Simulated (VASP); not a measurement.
Y: relaxation of cell and atoms with r2SCAN

Crystal: Y.

```
Y
1.0
    -1.75643    1.75643    2.68647
     1.75643   -1.75643    2.68647
     1.75643    1.75643   -2.68647
Y
1
Cartesian
  0.0000 0.0000 2.6865
```

- Program: VASP 6.6.1
- Task: relaxation of cell and atoms
- Functional: r2SCAN
- Potentials or basis: VASP PAW PBE potentials, release 64 (Y_sv)
- Cutoff: 600 eV
- k mesh: 8 × 8 × 8
- Occupations: gaussian, width 0.1 eV
- Spin: no spin polarisation
- Dipole correction: no
- Further INCAR settings: ALGO = Normal; EDIFF = 1e-06; IBRION = 2; EDIFFG = -0.04; NSW = 90; ISIF = 3

```
Relaxed volume                        : 32.97 Å³/atom
Relaxed cell                          : a = 3.598 Å, b = 3.598 Å, c = 3.598 Å, α = 119.90°, β = 119.90°, γ = 90.17°
Space group after relaxing (to 0.1 Å) : Fm-3m (No. 225)
Energy gained by relaxing             : 10.5 meV/atom
Ionic steps                           : 6
Pressure after relaxing               : 0.0 GPa
Band gap on the k mesh                : zero (an odd number of electrons rules out a gap without spin polarisation)
```

Stress tensor (GPa, compression positive):
```
0.00 0.00 0.00
0.00 0.00 0.00
0.00 0.00 0.08
```

The path:
| step | energy change (eV) | largest force (eV/Å) | pressure (GPa) | volume (Å³) |
| --- | --- | --- | --- | --- |
| 1 | 0.0000 | 0.0000 | -0.09 | 33.15 |
| 2 | -0.0035 | 0.0000 | -0.02 | 33.06 |
| 3 | -0.0101 | 0.0000 | 0.29 | 32.75 |
| 4 | -0.0102 | 0.0000 | 0.38 | 32.68 |
| 5 | -0.0102 | 0.0000 | -0.30 | 33.27 |
| 6 | -0.0105 | 0.0000 | 0.03 | 32.97 |

Final structure:
```
Y
1.0
    -1.80150    1.80150    2.53995
     1.80150   -1.80150    2.53995
     1.80150    1.80150   -2.53995
Y
1
Direct
  0.50000 0.50000 0.00000
```

Levels at points of the mesh, in eV from the Fermi level:
```
           k point  band 3  band 4  band 5  band 6  band 7  band 8
(0.00, 0.00, 0.00)  -23.25  -23.25   -4.99    2.03    2.03    2.05
(0.50, 0.00, 0.00)  -23.33  -23.32   -1.99    0.40    1.84    1.86
(0.50, 0.50, 0.00)  -23.45  -23.45   -1.78   -0.82    1.95    5.61
(0.50, 0.50, 0.50)  -23.45  -23.45   -1.78   -0.83    1.99    5.61
```

It took 6.6 min on 1 thread of Intel(R) Xeon(R) Platinum 8488C (Sapphire Rapids), with other jobs on the host, peak memory 0.21 GiB.

Caveat: the PAW data sets were made with another functional, which shifts forces and pressure a little.
